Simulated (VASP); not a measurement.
CaSe:

```
Ca Se
1.0
     0.00000    3.27956    3.27956
     3.27956    0.00000    3.27956
     3.27956    3.27956    0.00000
Ca Se
1 1
Direct
  0.00000 0.00000 0.00000
  0.25000 0.25000 0.25000
```

Base run:

| Item | Value |
| --- | --- |
| Program | VASP 6.6.1 |
| Functional | r2SCAN |
| Potentials or basis | VASP PAW PBE potentials, release 64 (Ca_sv, Se) |
| Cutoff | 520 eV |
| k mesh | 4 × 4 × 4 |
| Occupations | gaussian, width 0.01 eV |
| Spin | no spin polarisation |

Its results: band gap on the k mesh 3.68 eV (least direct gap 3.78 eV); pressure 0.2 GPa.

Task: The run is repeated on the same cell with these changes: functional from r2SCAN to HSE06; further incar settings from ALGO = Normal; EDIFF = 1e-07; NBANDS = 15 to ALGO = Normal; EDIFF = 1e-06; NBANDS = 15. What comes out?

Result: Band gap on the k mesh 4.09 eV (least direct gap 4.17 eV); pressure 0.3 GPa.

Caveats: the PAW data sets were made with another functional, which shifts forces and pressure a little.

A k mesh can miss the band edges.
